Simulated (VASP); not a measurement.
Set up this calculation in VASP 6.6.1, as the native input.

```yaml
Task: single point
Functional: PBE
Potentials_or_basis: VASP PAW PBE potentials, release 64 (Sn_d, H)
Cutoff: 520 eV
k_mesh: 3 × 3 × 4
Occupations: gaussian, width 0.1 eV
Spin: no spin polarisation
Dipole_correction: no
Further_INCAR_settings: ALGO = Normal; EDIFF = 1e-06; NBANDS = 44
```

The structure of Sn5H lies in POSCAR:

```
Sn5H
1.0
    6.2551200500      0.0000000000      0.0000000000
   -3.1275600300      5.4170928700      0.0000000000
    0.0000000000      0.0000000000      4.7607346800
Sn H
5 1
Direct
    0.3333333300      0.6666666700      0.0000000000
    0.6666666700      0.3333333300      0.0000000000
    0.5000000000      0.0000000000      0.5000000000
    0.5000000000      0.5000000000      0.5000000000
    0.0000000000      0.5000000000      0.5000000000
    0.0000000000      0.0000000000      0.0000000000
```

The cell was generated, and may not be a known phase.

The input as run:

INCAR

```
PREC     = Accurate       # precision mode
ENCUT    = 520            # plane-wave cutoff, eV
EDIFF    = 1E-6           # SCF threshold, eV
ISMEAR   = 0              # smearing method
SIGMA    = 0.1            # smearing width, eV
LREAL    = False          # projectors in reciprocal space
LASPH    = True           # aspherical terms in the spheres
NELM     = 60             # most SCF steps
ALGO     = Normal         # electronic algorithm
ISIF     = 2              # what is computed and relaxed
LWAVE    = False          # write WAVECAR
LCHARG   = True           # write CHGCAR
GGA      = PE             # functional
LELF     = True           # ELF
LVHAR    = True         
NBANDS   = 44             # bands
```

KPOINTS

```
Automatic mesh
0
Gamma
  3 3 4
```

Potentials or basis: VASP PAW PBE potentials, release 64 (Sn_d, H).

Run with:

```bash
$ cat potpaw_PBE.64/Sn_d/POTCAR potpaw_PBE.64/H/POTCAR > POTCAR
$ mpirun -np 1 vasp_std > vasp.out
```

Results of the run:

The pressure is 5.8 GPa and the band gap on the k mesh is zero (an odd number of electrons rules out a gap without spin polarisation).

Caveat: the k points lie up to 0.39 Å⁻¹ apart, too coarse for converged energies and pressures of a metal; spin-orbit coupling is left out, which moves the levels of the heavy elements.

Wall time 37 s on 1 thread of AMD EPYC 9R45 96-Core Processor (Zen 5), on a shared host, peak memory 0.25 GiB.
